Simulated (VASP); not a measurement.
# SiC (I-4m2) in VASP: settings compared

The runs below take SiC through single point, with PBE, r2SCAN, HSE06.

All numbers are computed with VASP 6.6.1; they aren't measurements. Logs are shortened: lines on timing, memory, paths and dates and some standing lists are left out, and cuts for length are marked.

### 1 The cell of the first run

The structure is tetragonal, space group I-4m2 (No. 119). Conventional cell: a = 3.173 Å, b = 3.173 Å, c = 4.269 Å, α = 90.00°, β = 90.00°, γ = 90.00°. Si (site symmetry -4m2) has 4 C at 1.91 Å within 2.5 Å. Within 2.5 Å of C (site symmetry -4m2) lie 4 Si at 1.91 Å.

### 2 Single point, PBE (epitaxial xy strain +3.0%)

INCAR reads:

```
SYSTEM = SiC
  ALGO = Normal
  EDIFF = 1E-6
  ENCUT = 520
  GGA = PE
  ISIF = 2
  ISMEAR = -1
  LASPH = .TRUE.
  LCHARG = .TRUE.
  LELF = .TRUE.
  LREAL = .FALSE.
  LVHAR = .TRUE.
  LWAVE = .FALSE.
  NBANDS = 11
  NELM = 60
  PREC = Accurate
  SIGMA = 0.02
```

KPOINTS reads:

```
k-points
0
G
  10 10 10
  0 0 0
```

POSCAR reads:

```
SiC
1.0
    0.0000000000      2.2433939216      2.1344407454
    2.2433939216      0.0000000000      2.1344407454
    2.2433939216      2.2433939216      0.0000000000
Si C
1 1
Direct
    0.0000000000      0.0000000000      0.0000000000
    0.2500000000      0.2500000000      0.2500000000
```

Potentials or basis: VASP PAW PBE potentials, release 64 (Si, C).

Started as:

```sh
$ cat potpaw_PBE.64/Si/POTCAR potpaw_PBE.64/C/POTCAR > POTCAR
$ mpirun -np 1 vasp_std > vasp.out
```

OUTCAR:

```text
SYSTEM = SiC
   EDIFF = 1E-6
   ENCUT = 520
   GGA = PE
   ISIF = 2
   ISMEAR = -1
   LASPH = .TRUE.
   LREAL = .FALSE.
   NELM = 60
   PREC = Accurate

 ion  position               nearest neighbor table
   1  0.000  0.000  0.000-   2 1.91   2 1.91   2 1.91   2 1.91
   2  0.250  0.250  0.250-   1 1.91   1 1.91   1 1.91   1 1.91

  LATTYP: Found a body centered tetragonal cell.
 ALAT       =     3.1726381097
 C/A-ratio  =     1.3455305469

  Lattice vectors:

 A1 = (   0.0000000000,  -2.2433939216,  -2.1344407454)
 A2 = (   0.0000000000,   2.2433939216,  -2.1344407454)
 A3 = (   2.2433939216,   0.0000000000,   2.1344407454)

Analysis of symmetry for initial positions (statically):
=====================================================================
 Subroutine PRICEL returns:
 Original cell was already a primitive cell.

 Routine SETGRP: Setting up the symmetry group for a
 body centered tetragonal supercell.

 Subroutine GETGRP returns: Found  8 space group operations
 (whereof  8 operations were pure point group operations)
 out of a pool of 16 trial point group operations.

The static configuration has the point symmetry D_2d.

Analysis of symmetry for dynamics (positions and initial velocities):
=====================================================================
 Subroutine PRICEL returns:
 Original cell was already a primitive cell.

 Routine SETGRP: Setting up the symmetry group for a
 body centered tetragonal supercell.

 Subroutine GETGRP returns: Found  8 space group operations
 (whereof  8 operations were pure point group operations)
 out of a pool of 16 trial point group operations.

The dynamic configuration has the point symmetry D_2d.

 Subroutine INISYM returns: Found  8 space group operations
 (whereof  8 operations are pure point group operations),
 and found     1 'primitive' translations

----------------------------------------------------------------------------------------

                                     Primitive cell

  volume of cell :      21.4845

  direct lattice vectors                    reciprocal lattice vectors
     0.000000000  2.243393922  2.134440745    -0.222876596  0.222876596  0.234253399
     2.243393922  0.000000000  2.134440745     0.222876596 -0.222876596  0.234253399
     2.243393922  2.243393922  0.000000000     0.222876596  0.222876596 -0.234253399

  length of vectors
     3.096555115  3.096555115  3.172638110     0.392711865  0.392711865  0.392711865

  position of ions in fractional coordinates (direct lattice)
     0.000000000  0.000000000  0.000000000
     0.250000000  0.250000000  0.250000000

  ion indices of the primitive-cell ions
   primitive index   ion index
                 1           1
                 2           2

----------------------------------------------------------------------------------------

 KPOINTS: k-points

Automatic generation of k-mesh.
 Grid dimensions read from file:
 generate k-points for:   10   10   10

 Generating k-lattice:

  Cartesian coordinates                     Fractional coordinates (reciprocal lattice)
    -0.022287660  0.022287660  0.023425340     0.100000000  0.000000000  0.000000000
     0.022287660 -0.022287660  0.023425340     0.000000000  0.100000000  0.000000000
     0.022287660  0.022287660 -0.023425340     0.000000000  0.000000000  0.100000000

  Length of vectors
     0.039271186  0.039271186  0.039271186

  Shift w.r.t. Gamma in fractional coordinates (k-lattice)
     0.000000000  0.000000000  0.000000000

 Subroutine IBZKPT returns following result:
 ===========================================

 Found    102 irreducible k-points:

 Following reciprocal coordinates:
            Coordinates               Weight
  0.000000  0.000000  0.000000      1.000000
  0.100000  0.000000  0.000000      8.000000
  0.200000  0.000000  0.000000      8.000000
  0.300000  0.000000  0.000000      8.000000
  0.400000  0.000000  0.000000      8.000000
  0.500000  0.000000  0.000000      4.000000
[... 16 lines left out ...]
  0.300000  0.300000  0.000000      2.000000
  0.400000  0.300000  0.000000      8.000000
 [... further k-points ...]
   k-points           NKPTS =    102   k-points in BZ     NKDIM =    102   number of bands    NBANDS=     11
   number of dos      NEDOS =    301   number of ions     NIONS =      2
   total plane-waves  NPLWV =  13824
   dimension x,y,z NGX =    24 NGY =   24 NGZ =   24
   dimension x,y,z NGXF=    48 NGYF=   48 NGZF=   48
   ions per type =               1   1
   NGX,Y,Z   is equivalent  to a cutoff of  12.88, 12.88, 12.58 a.u.
   NGXF,Y,Z  is equivalent  to a cutoff of  25.77, 25.77, 25.15 a.u.
 SYSTEM =  SiC
   PREC   = accura    normal or accurate (medium, high low for compatibility)
   ISTART =      0    job   : 0-new  1-cont  2-samecut
   ICHARG =      2    charge: 1-file 2-atom 10-const
   ISPIN  =      1    spin polarized calculation?
   LNONCOLLINEAR =      F non collinear calculations
   LSORBIT =      F    spin-orbit coupling
   LASPH  =      T    aspherical Exc in radial PAW
   ENCUT  =  520.0 eV  38.22 Ry    6.18 a.u.   5.76  5.76  5.90*2*pi/ulx,y,z
   NELM   =     60;   NELMIN=  2; NELMDL= -5     # of ELM steps
   EDIFF  = 0.1E-05   stopping-criterion for ELM
   LREAL  =      F    real-space projection
   EDIFFG = 0.1E-04   stopping-criterion for IOM
   NSW    =      0    number of steps for IOM
   IBRION =     -1    ionic relax: 0-MD 1-quasi-New 2-CG
   NFREE  =      0    steps in history (QN), initial steepest desc. (CG)
   ISIF   =      2    stress and relaxation
   ISYM   =      2    0-nonsym 1-usesym 2-fastsym
   POTIM  = 0.5000    time-step for ionic-motion
   TEBEG  =    0.0;   TEEND  =   0.0 temperature during run
   PSTRESS=    0.0 pullay stress
   NELECT =       8.0000    total number of electrons
   NUPDOWN=      -1.0000    fix difference up-down
   EMIN   =  10.00;   EMAX   =-10.00  energy-range for DOS
   EFERMI =   0.00;   METHOD = LEGACY
   ISMEAR =    -1;   SIGMA  =   0.02  broadening in eV -4-tet -1-fermi 0-gaus
   EFERMI_NEDOS =   21; number of points for ismear=-14 and -15
   IALGO  =     38    algorithm
   IMIX   =      4    mixing-type and parameters
     AMIX     =   0.40;   BMIX     =  1.00
     AMIX_MAG =   1.60;   BMIX_MAG =  1.00
  volume/ion in A,a.u.               =      10.74        72.49
  Fermi-wavevector in a.u.,A,eV,Ry     =   1.177777  2.225676 18.873442  1.387159
  Thomas-Fermi vector in A             =   2.314118
   LORBIT       =      0    0 simple, 1 ext, 2 COOP (PROOUT), +10 PAW based schemes
   GGA     = PE    functional components
[... 5 lines left out ...]
 non-spin polarized calculation
  energy-cutoff  :      520.00
  volume of cell :       21.48
 maximum number of plane-waves:       592
   NGX = 11   NGY = 11   NGZ = 11

 number of electron       8.0000001 magnetization

 Free energy of the ion-electron system (eV)
  ---------------------------------------------------
  ext. energy  EPLUGINS =         0.00000000
  ---------------------------------------------------
  free energy    TOTEN  =       -15.02732134 eV

  energy without entropy =      -15.02732134  energy(sigma->0) =      -15.02732134

 E-fermi :   8.3000     XC(G=0): -11.1958

 val. band max:        7.9064709309   @ k =   0.0000   0.0000   0.0000
 cond. band min:       8.8111535494   @ k =   0.5000   0.5000   0.0000
 fundamental gap:      0.9046826185
 Fermi energy:         8.2999595383

 k-point     1 :       0.0000    0.0000    0.0000
  band No.  band energies     occupation
      1      -7.4169      2.00000
      2       7.5971      2.00000
      3       7.5971      2.00000
      4       7.9065      2.00000
      5      13.4741      0.00000
      6      14.6560      0.00000
      7      14.8046      0.00000
      8      14.8046      0.00000
      9      21.2588      0.00000
     10      22.5805      0.00000
     11      23.6035      0.00000

 k-point     2 :       0.1000    0.0000    0.0000
  band No.  band energies     occupation
      1      -7.2270      2.00000
      2       6.6815      2.00000
      3       7.4420      2.00000
      4       7.7062      2.00000
      5      13.7859      0.00000
      6      14.8012      0.00000
      7      15.0169      0.00000
      8      15.1325      0.00000
      9      20.5009      0.00000
     10      21.4659      0.00000
     11      23.7609      0.00000

 k-point     3 :       0.2000    0.0000    0.0000
  band No.  band energies     occupation
      1      -6.6663      2.00000
      2       4.6105      2.00000
      3       7.0867      2.00000
      4       7.4372      2.00000
      5      13.5092      0.00000
      6      15.2467      0.00000
      7      15.3978      0.00000
      8      16.1935      0.00000
      9      20.1473      0.00000
     10      20.5978      0.00000
     11      23.0050      0.00000

 k-point     4 :       0.3000    0.0000    0.0000
  band No.  band energies     occupation
      1      -5.7711      2.00000
      2       2.3550      2.00000
      3       6.7197      2.00000
      4       7.1724      2.00000
      5      13.0551      0.00000
      6      14.9872      0.00000
      7      15.5726      0.00000
      8      17.1955      0.00000
      9      21.0229      0.00000
     10      21.2307      0.00000
     11      22.6859      0.00000

 k-point     5 :       0.4000    0.0000    0.0000
  band No.  band energies     occupation
      1      -4.6708      2.00000
      2       0.3633      2.00000
      3       6.4639      2.00000
      4       6.9916      2.00000
      5      12.7379      0.00000
      6      14.5882      0.00000
      7      15.4015      0.00000
      8      17.5497      0.00000
      9      22.4106      0.00000
     10      23.2602      0.00000
     11      23.4202      0.00000
[... 211 lines left out ...]
 k-point    21 :      -0.3000    0.2000    0.0000
  band No.  band energies     occupation
      1      -4.5160      2.00000
      2       1.5417      2.00000
      3       4.2693      2.00000
      4       6.2280      2.00000
      5      12.7210      0.00000
      6      15.7303      0.00000
      7      16.0560      0.00000
      8      17.9513      0.00000
      9      20.2146      0.00000
     10      22.2315      0.00000
     11      26.7200      0.00000

 k-point    22 :      -0.2000    0.2000    0.0000
  band No.  band energies     occupation
      1      -5.5261      2.00000
      2       3.0818      2.00000
      3       4.8202      2.00000
      4       6.7760      2.00000
      5      13.6483      0.00000
      6      15.4590      0.00000
      7      15.7129      0.00000
      8      16.8697      0.00000
      9      18.9717      0.00000
     10      22.3386      0.00000
     11      26.7332      0.00000

 k-point    23 :       0.3000    0.3000    0.0000
  band No.  band energies     occupation
      1      -5.0771      2.00000
      2       3.6419      2.00000
      3       5.1132      2.00000
      4       5.1132      2.00000
      5      10.7024      0.00000
      6      12.8395      0.00000
      7      18.7679      0.00000
      8      18.7679      0.00000
      9      20.2217      0.00000
     10      23.9802      0.00000
     11      28.8156      0.00000

 k-point    24 :       0.4000    0.3000    0.0000
  band No.  band energies     occupation
      1      -4.2045      2.00000
      2       2.3704      2.00000
      3       4.5080      2.00000
      4       4.8284      2.00000
      5      10.3539      0.00000
      6      12.6924      0.00000
      7      18.9659      0.00000
      8      19.0957      0.00000
      9      21.3812      0.00000
     10      25.1496      0.00000
     11      28.4838      0.00000

 [... further k-points ...]
[... 5 lines left out ...]
  --------------------------------------------------------------------------------------
  -------------------------------------------------------------------------------------
  Total       -1.1591604     -1.1591604      0.3818742      0.0000000      0.0000000      0.0000000
  in kB      -86.4428206    -86.4428206     28.4777528      0.0000000      0.0000000      0.0000000
  external PRESSURE =     -48.1359628 kB  Pullay stress =       0.0000000 kB

 VOLUME and BASIS-vectors are now :
 -----------------------------------------------------------------------------
  energy-cutoff  :      520.00
  volume of cell :       21.48
      direct lattice vectors                 reciprocal lattice vectors
     0.000000000  2.243393922  2.134440745    -0.222876596  0.222876596  0.234253399
     2.243393922  0.000000000  2.134440745     0.222876596 -0.222876596  0.234253399
     2.243393922  2.243393922  0.000000000     0.222876596  0.222876596 -0.234253399

 POSITION                                       TOTAL-FORCE (eV/Angst)
 -----------------------------------------------------------------------------------
      0.00000      0.00000      0.00000        -0.000000     -0.000000      0.000000
      1.12170      1.12170      1.06722         0.000000      0.000000      0.000000
 -----------------------------------------------------------------------------------
    total drift:                                0.000000      0.000000     -0.000000

  FREE ENERGIE OF THE ION-ELECTRON SYSTEM (eV)
  ---------------------------------------------------
  free  energy   TOTEN  =       -15.0273213411 eV

  energy  without entropy=      -15.0273213411  energy(sigma->0) =      -15.02732134
```

Run time: 28 s. Hardware: 1 thread of AMD EPYC 7R13, shared host; peak memory 0.12 GiB.

Results:

```
Free energy            : -15.0273 eV
Pressure               : -4.8 GPa
Band gap on the k mesh : 0.90 eV, indirect (least direct gap 4.44 eV)
```

Levels at points of the mesh, in eV from the valence-band top:
```csv
k point,band 1,band 2,band 3,band 4,band 5,band 6,band 7,band 8
"(0.00, 0.00, 0.00)",-15.32,-0.31,-0.31,0.00,5.57,6.75,6.90,6.90
"(0.50, 0.00, 0.00)",-11.89,-8.54,-1.53,-0.98,4.72,6.52,7.39,9.67
"(0.50, 0.50, 0.00)",-10.23,-7.48,-3.66,-3.66,0.90,3.42,13.25,13.25
"(0.50, 0.00, 0.50)",-10.60,-8.09,-3.18,-3.10,1.34,4.27,12.70,13.75
```

Caveat: the cell differs from its parent crystal (epitaxial xy strain +3.0%). A k mesh can miss the band edges.

### 3 Single point, PBE (epitaxial xy strain +4.0%)

INCAR reads:

```
PREC     = Accurate       # precision mode
ENCUT    = 520            # plane-wave cutoff, eV
EDIFF    = 1E-6           # SCF threshold, eV
ISMEAR   = -1             # smearing method
SIGMA    = 0.02           # smearing width, eV
LREAL    = False          # projectors in reciprocal space
LASPH    = True           # aspherical terms in the spheres
NELM     = 100            # most SCF steps
ALGO     = Normal         # electronic algorithm
ISIF     = 2              # what is computed and relaxed
LWAVE    = False          # write WAVECAR
LCHARG   = False          # write CHGCAR
GGA      = PE             # functional
NBANDS   = 11             # bands
```

KPOINTS reads:

```
regular mesh
0
Gamma
  10 10 10
```

POSCAR reads:

```
SiC
1.0
    0.0000000000      2.2651744451      2.1192003435
    2.2651744451      0.0000000000      2.1192003435
    2.2651744451      2.2651744451      0.0000000000
Si C
1 1
Direct
    0.0000000000      0.0000000000      0.0000000000
    0.2500000000      0.2500000000      0.2500000000
```

Potentials or basis: VASP PAW PBE potentials, release 64 (Si, C).

Started as:

```sh
$ cat potpaw_PBE.64/Si/POTCAR potpaw_PBE.64/C/POTCAR > POTCAR
$ mpirun -np 1 vasp_std > vasp.out
```

OUTCAR:

```text
PREC = Accurate
   ENCUT = 520
   EDIFF = 1E-6
   ISMEAR = -1
   LREAL = False
   LASPH = True
   NELM = 100
   ISIF = 2
   GGA = PE

 ion  position               nearest neighbor table
   1  0.000  0.000  0.000-   2 1.92   2 1.92   2 1.92   2 1.92
   2  0.250  0.250  0.250-   1 1.92   1 1.92   1 1.92   1 1.92

  LATTYP: Found a body centered tetragonal cell.
 ALAT       =     3.2034404214
 C/A-ratio  =     1.3230777319

  Lattice vectors:

 A1 = (   0.0000000000,  -2.2651744451,  -2.1192003435)
 A2 = (   0.0000000000,   2.2651744451,  -2.1192003435)
[... 512 lines left out ...]
      7      18.7051      0.00000
      8      18.7932      0.00000
      9      21.2336      0.00000
     10      24.8201      0.00000
     11      28.1739      0.00000

 [... further k-points ...]
[... 5 lines left out ...]
  --------------------------------------------------------------------------------------
  -------------------------------------------------------------------------------------
  Total       -1.6531836     -1.6531836      0.3612611      0.0000000      0.0000000     -0.0000000
  in kB     -121.7941304   -121.7941304     26.6150002      0.0000000      0.0000000     -0.0000000
  external PRESSURE =     -72.3244202 kB  Pullay stress =       0.0000000 kB

 VOLUME and BASIS-vectors are now :
 -----------------------------------------------------------------------------
  energy-cutoff  :      520.00
  volume of cell :       21.75
      direct lattice vectors                 reciprocal lattice vectors
     0.000000000  2.265174445  2.119200344    -0.220733551  0.220733551  0.235938052
     2.265174445  0.000000000  2.119200344     0.220733551 -0.220733551  0.235938052
     2.265174445  2.265174445  0.000000000     0.220733551  0.220733551 -0.235938052

 POSITION                                       TOTAL-FORCE (eV/Angst)
 -----------------------------------------------------------------------------------
      0.00000      0.00000      0.00000        -0.000000     -0.000000      0.000000
      1.13259      1.13259      1.05960         0.000000      0.000000     -0.000000
 -----------------------------------------------------------------------------------
    total drift:                                0.000000      0.000000     -0.000000

  FREE ENERGIE OF THE ION-ELECTRON SYSTEM (eV)
  ---------------------------------------------------
  free  energy   TOTEN  =       -14.9975306493 eV

  energy  without entropy=      -14.9975306493  energy(sigma->0) =      -14.99753065
```

OSZICAR:

```text
N       E                     dE             d eps       ncg     rms          rms(c)
DAV:   1     0.379212405565E+01    0.37921E+01   -0.38954E+03  2332   0.608E+02
DAV:   2    -0.160753432200E+02   -0.19867E+02   -0.18941E+02  2800   0.109E+02
DAV:   3    -0.167124223966E+02   -0.63708E+00   -0.63571E+00  2797   0.162E+01
DAV:   4    -0.167150706845E+02   -0.26483E-02   -0.26481E-02  2571   0.132E+00
DAV:   5    -0.167150835522E+02   -0.12868E-04   -0.12868E-04  2780   0.865E-02    0.829E+00
DAV:   6    -0.150390778760E+02    0.16760E+01   -0.63973E+00  2496   0.111E+01    0.362E+00
DAV:   7    -0.150046552006E+02    0.34423E-01   -0.32393E-01  2705   0.330E+00    0.169E+00
DAV:   8    -0.149973294660E+02    0.73257E-02   -0.19217E-02  2571   0.923E-01    0.171E-01
DAV:   9    -0.149974119131E+02   -0.82447E-04   -0.17775E-03  2827   0.234E-01    0.110E-01
DAV:  10    -0.149975276422E+02   -0.11573E-03   -0.26249E-04  2534   0.970E-02    0.263E-02
DAV:  11    -0.149975301938E+02   -0.25517E-05   -0.49429E-05  2691   0.356E-02    0.693E-03
DAV:  12    -0.149975306493E+02   -0.45550E-06   -0.23406E-06  2468   0.902E-03
   1 F= -.14997531E+02 E0= -.14997531E+02  d E =-.860368E-11
```

stdout:

```text
POSCAR found type information on POSCAR SiC
 POSCAR found :  2 types and       2 ions
 scaLAPACK will be used
 LDA part: xc-table for (Slater+PW92), standard interpolation
 POSCAR, INCAR and KPOINTS ok, starting setup
 FFT: planning ... GRIDC
 FFT: planning ... GRID_SOFT
 FFT: planning ... GRID
 WAVECAR not read
 entering main loop
```

Run time: 28 s. Hardware: 1 thread of AMD EPYC 7R13, shared host; peak memory 0.12 GiB.

Results:

```yaml
Free_energy: -14.9975 eV
Pressure: -7.2 GPa
Band_gap_on_the_k_mesh: 0.77 eV, indirect (least direct gap 4.41 eV)
```

Levels at points of the mesh, in eV from the valence-band top:
```tsv
k point	band 1	band 2	band 3	band 4	band 5	band 6	band 7	band 8
(0.00, 0.00, 0.00)	-15.30	-0.40	-0.40	0.00	5.35	6.57	6.78	6.78
(0.50, 0.00, 0.00)	-11.90	-8.54	-1.68	-0.96	4.45	6.30	7.49	9.56
(0.50, 0.50, 0.00)	-10.18	-7.38	-3.81	-3.81	0.77	3.12	13.00	13.00
(0.50, 0.00, 0.50)	-10.66	-8.18	-3.16	-3.07	1.35	4.26	12.28	13.40
```

Caveat: the cell differs from its parent crystal (epitaxial xy strain +4.0%).

[end of part 1 of 2]
